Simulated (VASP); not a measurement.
A run of VASP 6.6.1:

Contents of INCAR:

```
PREC = Accurate
ENCUT = 520
EDIFF = 1E-7
ISMEAR = -1
SIGMA = 0.05
LREAL = F
LASPH = T
NELM = 60
ALGO = Normal
ISIF = 2
LWAVE = F
LCHARG = F
GGA = PE
NBANDS = 11
```

The input KPOINTS:

```
regular mesh
0
Gamma
  10 10 8
```

The input POSCAR:

```
MgB2
1.0
    3.0850000000      0.0000000000      0.0000000000
   -1.5425000000      2.6716883707      0.0000000000
    0.0000000000      0.0000000000      3.5230000000
Mg B
1 2
Direct
    0.0000000000      0.0000000000      0.0000000000
    0.6666666667      0.3333333333      0.5000000000
    0.3333333333      0.6666666667      0.5000000000
```

Potentials or basis: VASP PAW PBE potentials, release 64 (Mg, B).

Launch:

```bash
$ cat potpaw_PBE.64/Mg/POTCAR potpaw_PBE.64/B/POTCAR > POTCAR
$ mpirun -np 1 vasp_std > vasp.out
```

Hardware: 1 thread of Intel(R) Xeon(R) Platinum 8488C (Sapphire Rapids) (shared host).

Problem. Estimate the wall time of this run.

Solution. It took 9.5 s on 1 thread of Intel(R) Xeon(R) Platinum 8488C (Sapphire Rapids) (shared host), peak memory 0.15 GiB. Counts: scf iterations 12, k points 70.
